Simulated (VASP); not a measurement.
# P (R-3m) in VASP: relaxation of cell and atoms with PBE

Aim: the relaxation of cell and atoms of P with PBE.

Program: VASP 6.6.1. These are calculated values, not measurements. Logs are shortened: lines on timing, memory, paths and dates and some standing lists are left out, and cuts for length are marked.

## Step 1: The cell of the first run

Symmetry: R-3m, No. 166, trigonal system. The conventional cell has a = 3.010 Å, b = 3.010 Å, c = 7.978 Å, α = 90.00°, β = 90.00°, γ = 120.00°. P (site symmetry 3m) has 6 P at 2.03 to 2.37 Å within 2.7 Å.

## Step 2: Relaxation of cell and atoms, PBE, target pressure 72 GPa, at which the enthalpy is minimised

INCAR

```
PREC = Accurate ; ENCUT = 600
EDIFF = 1E-6 ; ISMEAR = -1
SIGMA = 0.08 ; LREAL = F
LASPH = T ; NELM = 80
ALGO = Normal ; ISIF = 3
LWAVE = F ; LCHARG = F
GGA = PE ; IBRION = 2
NSW = 60 ; EDIFFG = -0.005
PSTRESS = 720.0
```

KPOINTS

```
regular mesh
0
Gamma
  15 15 15
```

POSCAR

```
P
1.0
    1.5051993301     -0.8690272384      2.6591854832
    0.0000000000      1.7380544768      2.6591854832
   -1.5051993301     -0.8690272384      2.6591854832
P
2
Direct
    0.2320000000      0.2320000000      0.2320000000
   -0.2320000000     -0.2320000000     -0.2320000000
```

Potentials or basis: VASP PAW PBE potentials, release 64 (P).

Command:

```bash
$ cat potpaw_PBE.64/P/POTCAR > POTCAR
$ mpirun -np 1 vasp_std > vasp.out
```

OUTCAR:

```text
PREC = Accurate
   ENCUT = 600
   EDIFF = 1E-6
   ISMEAR = -1
   LREAL = F
   LASPH = T
   NELM = 80
   ISIF = 3
   GGA = PE
   IBRION = 2
   NSW = 60
   EDIFFG = -0.005
   PSTRESS = 720.0

 ion  position               nearest neighbor table
   1  0.232  0.232  0.232-   2 2.03   2 2.03   2 2.03   2 2.37   2 2.37   2 2.37
   2  0.768  0.768  0.768-   1 2.03   1 2.03   1 2.03   1 2.37   1 2.37   1 2.37

  LATTYP: Found a trigonal (rhomboedric) cell.
 ALAT       =     3.1768066983
 COS(alpha) =     0.5510102270

  Lattice vectors:

 A1 = (   1.5051993301,  -0.8690272384,   2.6591854832)
 A2 = (   0.0000000000,   1.7380544768,   2.6591854832)
 A3 = (  -1.5051993301,  -0.8690272384,   2.6591854832)

Analysis of symmetry for initial positions (statically):
=====================================================================
 Subroutine PRICEL returns:
 Original cell was already a primitive cell.

 Routine SETGRP: Setting up the symmetry group for a
 trigonal (rhombohedral) supercell.

 Subroutine GETGRP returns: Found 12 space group operations
 (whereof 12 operations were pure point group operations)
 out of a pool of 12 trial point group operations.

The static configuration has the point symmetry D_3d.

Analysis of symmetry for dynamics (positions and initial velocities):
=====================================================================
 Subroutine PRICEL returns:
 Original cell was already a primitive cell.

 Routine SETGRP: Setting up the symmetry group for a
 trigonal (rhombohedral) supercell.

 Subroutine GETGRP returns: Found 12 space group operations
 (whereof 12 operations were pure point group operations)
 out of a pool of 12 trial point group operations.

The dynamic configuration has the point symmetry D_3d.

 Subroutine INISYM returns: Found 12 space group operations
 (whereof 12 operations are pure point group operations),
 and found     1 'primitive' translations

----------------------------------------------------------------------------------------

                                     Primitive cell

  volume of cell :      20.8702

  direct lattice vectors                    reciprocal lattice vectors
     1.505199330 -0.869027238  2.659185483     0.332181918 -0.191785320  0.125351667
     0.000000000  1.738054477  2.659185483     0.000000000  0.383570639  0.125351667
    -1.505199330 -0.869027238  2.659185483    -0.332181918 -0.191785320  0.125351667

  length of vectors
     3.176806698  3.176806698  3.176806698     0.403533736  0.403533736  0.403533736

  position of ions in fractional coordinates (direct lattice)
     0.232000000  0.232000000  0.232000000
     0.768000000  0.768000000  0.768000000

  ion indices of the primitive-cell ions
   primitive index   ion index
                 1           1
                 2           2

----------------------------------------------------------------------------------------

 KPOINTS: regular mesh

Automatic generation of k-mesh.
 Grid dimensions read from file:
 generate k-points for:   15   15   15

 Generating k-lattice:

  Cartesian coordinates                     Fractional coordinates (reciprocal lattice)
     0.022145461 -0.012785688  0.008356778     0.066666667  0.000000000  0.000000000
     0.000000000  0.025571376  0.008356778     0.000000000  0.066666667  0.000000000
    -0.022145461 -0.012785688  0.008356778     0.000000000  0.000000000  0.066666667

  Length of vectors
     0.026902249  0.026902249  0.026902249

  Shift w.r.t. Gamma in fractional coordinates (k-lattice)
     0.000000000  0.000000000  0.000000000

 Subroutine IBZKPT returns following result:
 ===========================================

 Found    344 irreducible k-points:

 Following reciprocal coordinates:
            Coordinates               Weight
  0.000000  0.000000  0.000000      1.000000
  0.066667  0.000000  0.000000      6.000000
  0.133333  0.000000  0.000000      6.000000
  0.200000 -0.000000  0.000000      6.000000
  0.266667  0.000000  0.000000      6.000000
  0.333333 -0.000000  0.000000      6.000000
[... 16 lines left out ...]
  0.133333  0.133333  0.000000      6.000000
  0.200000  0.133333  0.000000     12.000000
 [... further k-points ...]
   k-points           NKPTS =    344   k-points in BZ     NKDIM =    344   number of bands    NBANDS=      9
   number of dos      NEDOS =    301   number of ions     NIONS =      2
   total plane-waves  NPLWV =  21952
   dimension x,y,z NGX =    28 NGY =   28 NGZ =   28
   dimension x,y,z NGXF=    56 NGYF=   56 NGZF=   56
   ions per type =               2
   NGX,Y,Z   is equivalent  to a cutoff of  14.65, 14.65, 14.65 a.u.
   NGXF,Y,Z  is equivalent  to a cutoff of  29.31, 29.31, 29.31 a.u.
 SYSTEM =  unknown system
   PREC   = accura    normal or accurate (medium, high low for compatibility)
   ISTART =      0    job   : 0-new  1-cont  2-samecut
   ICHARG =      2    charge: 1-file 2-atom 10-const
   ISPIN  =      1    spin polarized calculation?
   LNONCOLLINEAR =      F non collinear calculations
   LSORBIT =      F    spin-orbit coupling
   LASPH  =      T    aspherical Exc in radial PAW
   ENCUT  =  600.0 eV  44.10 Ry    6.64 a.u.   6.34  6.34  6.34*2*pi/ulx,y,z
   NELM   =     80;   NELMIN=  2; NELMDL= -5     # of ELM steps
   EDIFF  = 0.1E-05   stopping-criterion for ELM
   LREAL  =      F    real-space projection
   EDIFFG = -.5E-02   stopping-criterion for IOM
   NSW    =     60    number of steps for IOM
   IBRION =      2    ionic relax: 0-MD 1-quasi-New 2-CG
   NFREE  =      1    steps in history (QN), initial steepest desc. (CG)
   ISIF   =      3    stress and relaxation
   ISYM   =      2    0-nonsym 1-usesym 2-fastsym
   POTIM  = 0.5000    time-step for ionic-motion
   TEBEG  =    0.0;   TEEND  =   0.0 temperature during run
   PSTRESS=  720.0 pullay stress
   NELECT =      10.0000    total number of electrons
   NUPDOWN=      -1.0000    fix difference up-down
   EMIN   =  10.00;   EMAX   =-10.00  energy-range for DOS
   EFERMI =   0.00;   METHOD = LEGACY
   ISMEAR =    -1;   SIGMA  =   0.08  broadening in eV -4-tet -1-fermi 0-gaus
   EFERMI_NEDOS =   21; number of points for ismear=-14 and -15
   IALGO  =     38    algorithm
   IMIX   =      4    mixing-type and parameters
     AMIX     =   0.40;   BMIX     =  1.00
     AMIX_MAG =   1.60;   BMIX_MAG =  1.00
  volume/ion in A,a.u.               =      10.44        70.42
  Fermi-wavevector in a.u.,A,eV,Ry     =   1.281049  2.420832 22.328337  1.641086
  Thomas-Fermi vector in A             =   2.413441
   LORBIT       =      0    0 simple, 1 ext, 2 COOP (PROOUT), +10 PAW based schemes
   GGA     = PE    functional components
   LHFCALC =     F    Hartree Fock is set to
   AEXX    =    0.0000 exact exchange contribution
   IVDW    =     0    specifies the selected vdW correction
   LEPSILON=     F    determine dielectric tensor
   LRPA    =     F    only Hartree local field effects (RPA)
 conjugate gradient relaxation of ions
 non-spin polarized calculation
  energy-cutoff  :      600.00
  volume of cell :       20.87
 maximum number of plane-waves:       712
 NGX is ok and might be reduce to    28
   NGX = 13   NGY = 13   NGZ = 13

--------------------------------------- Ionic step        1  -------------------------------------------

 number of electron      10.0000000 magnetization

 Free energy of the ion-electron system (eV)
  ---------------------------------------------------
  ext. energy  EPLUGINS =         0.00000000
  ---------------------------------------------------
  free energy    TOTEN  =        -8.53544058 eV

  energy without entropy =       -8.52398045  energy(sigma->0) =       -8.52971051

------------------------ aborting loop because EDIFF is reached ----------------------------------------

  FORCE on cell =-STRESS in cart. coord.  units (eV):
  Direction    XX          YY          ZZ          XY          YZ          ZX
  --------------------------------------------------------------------------------------
  -------------------------------------------------------------------------------------
  Total       13.2261522     13.2261522      9.3671481      0.0000000     -0.0000000      0.0000000
  in kB     1015.3524289   1015.3524288    719.1023087      0.0000000     -0.0000000      0.0000000
  external PRESSURE =     196.6023888 kB  Pullay stress =     720.0000000 kB
[... 93 lines left out ...]
  FREE ENERGIE OF THE ION-ELECTRON SYSTEM (eV)
  ---------------------------------------------------
  free  energy   TOTEN  =        -9.6135089424 eV

  energy  without entropy=       -9.6020423322  energy(sigma->0) =       -9.60777564

  enthalpy is  TOTEN    =         0.5072930194 eV   P V=       10.1208019619

[... ionic steps 4 to 16 ...]

--------------------------------------- Ionic step       17  -------------------------------------------

 number of electron       9.9999999 magnetization

------------------------ aborting loop because EDIFF is reached ----------------------------------------

  FORCE on cell =-STRESS in cart. coord.  units (eV):
  Direction    XX          YY          ZZ          XY          YZ          ZX
  --------------------------------------------------------------------------------------
  -------------------------------------------------------------------------------------
  Total        9.5309470      9.5309470      9.5211741      0.0000000      0.0000000      0.0000000
  in kB      719.3650318    719.3650315    718.6274075      0.0000000      0.0000000      0.0000000
  external PRESSURE =      -0.8808431 kB  Pullay stress =     720.0000000 kB
[... 61 lines left out ...]
  enthalpy is  TOTEN    =         0.3426971458 eV   P V=        9.5355363071

--------------------------------------- Ionic step       19  -------------------------------------------

 number of electron       9.9999999 magnetization

 Free energy of the ion-electron system (eV)
  ---------------------------------------------------
  ext. energy  EPLUGINS =         0.00000000
  ---------------------------------------------------
  free energy    TOTEN  =        -9.19394187 eV

  energy without entropy =       -9.18557328  energy(sigma->0) =       -9.18975757

 E-fermi :  14.6145     XC(G=0): -12.7279

 val. band max:       14.6111873539   @ k =  -0.3333   0.2000   0.0667
 cond. band min:      14.6165909036   @ k =  -0.4667   0.4000   0.3333
 fundamental gap:      0.0054035498
 Fermi energy:        14.6145462389

 k-point     1 :       0.0000    0.0000    0.0000
  band No.  band energies     occupation
      1      -5.4229      2.00000
      2      12.2478      2.00000
      3      12.2625      2.00000
      4      12.2625      2.00000
      5      17.5983      0.00000
      6      18.1683      0.00000
      7      18.1822      0.00000
      8      18.1822      0.00000
      9      21.0025      0.00000
[... 265 lines left out ...]
 k-point    24 :       0.2000    0.1333    0.0000
  band No.  band energies     occupation
      1      -4.5532      2.00000
      2       9.2178      2.00000
      3      10.5046      2.00000
      4      11.3732      2.00000
      5      14.0401      1.99848
      6      16.7082      0.00000
      7      19.9618      0.00000
      8      20.2309      0.00000
      9      21.5910      0.00000

 [... further k-points ...]

------------------------ aborting loop because EDIFF is reached ----------------------------------------

  FORCE on cell =-STRESS in cart. coord.  units (eV):
  Direction    XX          YY          ZZ          XY          YZ          ZX
  --------------------------------------------------------------------------------------
  -------------------------------------------------------------------------------------
  Total        9.5442292      9.5442291      9.5333451     -0.0000000      0.0000000      0.0000000
  in kB      720.5731136    720.5731132    719.7513879     -0.0000000      0.0000000      0.0000000
  external PRESSURE =       0.2992049 kB  Pullay stress =     720.0000000 kB
[... 17 lines left out ...]
  FREE ENERGIE OF THE ION-ELECTRON SYSTEM (eV)
  ---------------------------------------------------
  free  energy   TOTEN  =        -9.1939418724 eV

  energy  without entropy=       -9.1855732763  energy(sigma->0) =       -9.18975757

  enthalpy is  TOTEN    =         0.3426962035 eV   P V=        9.5366380759

 reached required accuracy - stopping structural energy minimisation
```

It took 12 min on 1 thread of Intel Xeon Platinum 8259CL at 2.50GHz (Skylake/Cascade Lake), shared host; peak memory 0.21 GiB.

Results:

| Property | Result |
| --- | --- |
| Free energy | -9.1939 eV |
| Relaxed volume | 10.61 Å³/atom |
| Relaxed cell | a = 3.108 Å, b = 3.108 Å, c = 3.108 Å, α = 59.97°, β = 59.97°, γ = 59.97° |
| Space group after relaxing (to 0.1 Å) | Pm-3m (No. 221) |
| Energy change on relaxing (the run minimises the enthalpy) | -329.3 meV/atom |
| Ionic steps | 19 |
| Pressure after relaxing | 72.0 GPa |
| Band gap on the k mesh | zero (bands 5 and 6 overlap by 5.00 eV) |

Stress tensor (GPa, compression positive):
```
72.06  0.00  0.00
 0.00 72.06  0.00
 0.00  0.00 71.98
```

The path:
```csv
step,energy change (eV),largest force (eV/Å),pressure (GPa),volume (Å³)
1,0.0000,3.4157,91.66,20.87
2,-1.7159,0.0442,25.77,24.92
3,-1.0781,0.9160,54.29,22.52
4,-0.1630,0.2372,91.51,20.26
5,-0.5806,0.2768,75.24,21.06
6,-0.5677,0.2610,75.76,21.03
7,-0.7077,0.0677,69.96,21.33
8,-0.6649,0.0297,71.73,21.24
9,-0.6667,0.0255,71.68,21.24
10,-0.6521,0.0041,72.27,21.21
11,-0.6505,0.0069,72.33,21.20
12,-0.6667,0.0184,71.69,21.24
13,-0.6629,0.0159,71.80,21.23
14,-0.6567,0.0133,72.09,21.22
15,-0.6574,0.0136,72.07,21.22
16,-0.6609,0.0068,71.93,21.23
17,-0.6612,0.0062,71.91,21.23
18,-0.6574,0.0010,72.05,21.22
19,-0.6585,0.0009,72.03,21.22
```

Final structure:
```
P
1.0
     1.55350   -0.89691    2.53840
     0.00000    1.79383    2.53840
    -1.55350   -0.89691    2.53840
P
2
Direct
  0.25001 0.25001 0.25001
  0.74999 0.74999 0.74999
```

Caveat: the cell is relaxed towards a set pressure, so the run minimises the enthalpy, not the energy.
